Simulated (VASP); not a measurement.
A run of VASP 6.6.1:

The input POSCAR:

```
C
1.0
   -2.5113391176      0.0000000000      0.0000000000
   -1.2556695588     -2.1748834734      0.0000000000
   -0.3140429567     -0.1813127856     10.3359979276
C
10
Direct
   -0.3394419221     -0.3394419221      0.8741534038
    0.6729719421      0.6729719421      0.7252465962
    0.0562801497      0.0562801497      0.1257878883
    0.6939498703      0.6939498703      0.4736121117
    0.0438570262      0.0438570262      0.2748057630
    0.7063729938      0.7063729938      0.3245942370
   -0.0102857698     -0.0102857698      0.9242595341
    0.3438157898      0.3438157898      0.6751404659
    0.3937893375      0.3937893375      0.0756976711
    0.3564406825      0.3564406825      0.5237023289
```

Contents of INCAR.step1:

```
  ALGO = Normal
  EDIFF = 1E-4
  ENCUT = 520
  GGA = PE
  ISMEAR = 0
  LASPH = T
  LCHARG = F
  LREAL = F
  LWAVE = T
  NBANDS = 31
  NELM = 80
  PREC = Accurate
  SIGMA = 0.05
```

File INCAR.step2:

```
  ALGO = Normal
  EDIFF = 1E-6
  ENCUT = 520
  ISIF = 2
  ISMEAR = 0
  ISTART = 1
  LASPH = T
  LCHARG = F
  LMIXTAU = T
  LREAL = F
  LWAVE = F
  METAGGA = R2SCAN
  NBANDS = 31
  NELM = 80
  PREC = Accurate
  SIGMA = 0.05
```

File KPOINTS:

```
k-points
0
Gamma
  10 10 3
```

Potentials or basis: VASP PAW PBE potentials, release 64 (C).

Launch:

```sh
$ cat potpaw_PBE.64/C/POTCAR > POTCAR
$ cp INCAR.step1 INCAR
$ mpirun -np 1 vasp_std > vasp.out
$ cp INCAR.step2 INCAR
$ mpirun -np 1 vasp_std > vasp.out
```

Hardware: 1 thread of Intel(R) Xeon(R) 6975P-C (Granite Rapids), with other jobs on the host.

Task: How long does it take, and how much memory?

Result: It took 3.7 min on 1 thread of Intel(R) Xeon(R) 6975P-C (Granite Rapids), with other jobs on the host, peak memory 0.24 GiB. Counts: k points 86.
